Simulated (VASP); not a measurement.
Here is a VASP 6.6.1 calculation.

Contents of INCAR:

```
PREC = Accurate ; ENCUT = 520
EDIFF = 1E-6 ; ISMEAR = 0
SIGMA = 0.05 ; LREAL = False
LASPH = True ; NELM = 80
ALGO = Normal ; ISIF = 2
LWAVE = False ; LCHARG = True
LELF = True ; LVHAR = True
NBANDS = 33
```

KPOINTS

```
Automatic mesh
0
Gamma
  8 8 10
```

The input POSCAR:

```
TiO2
1.0
    4.2653951953      0.0000000000      0.0000000000
    0.0000000000      4.2653951953      0.0000000000
    0.0000000000      0.0000000000      2.9644496607
Ti O
2 4
Direct
    0.0000000000      0.0000000000      0.0000000000
    0.5000000000      0.5000000000      0.5000000000
    0.3039457556      0.3039457556      0.0000000000
    0.1960542444      0.8039457556      0.5000000000
    0.6960542444      0.6960542444      0.0000000000
    0.8039457556      0.1960542444      0.5000000000
```

Potentials or basis: VASP PAW LDA potentials, release 64 (Ti_sv, O).

The run is started by

```console
$ cat potpaw_LDA.64/Ti_sv/POTCAR potpaw_LDA.64/O/POTCAR > POTCAR
$ mpirun -np 1 vasp_std > vasp.out
```

(1) Predict the largest force.

(2) Estimate the band gap on the k mesh.

(3) What does it give for the pressure?

## Answers

(1) 0.007 eV/Å.

(2) 2.06 eV.

(3) 35.3 GPa.

Caveat: the cell stands under pressure.
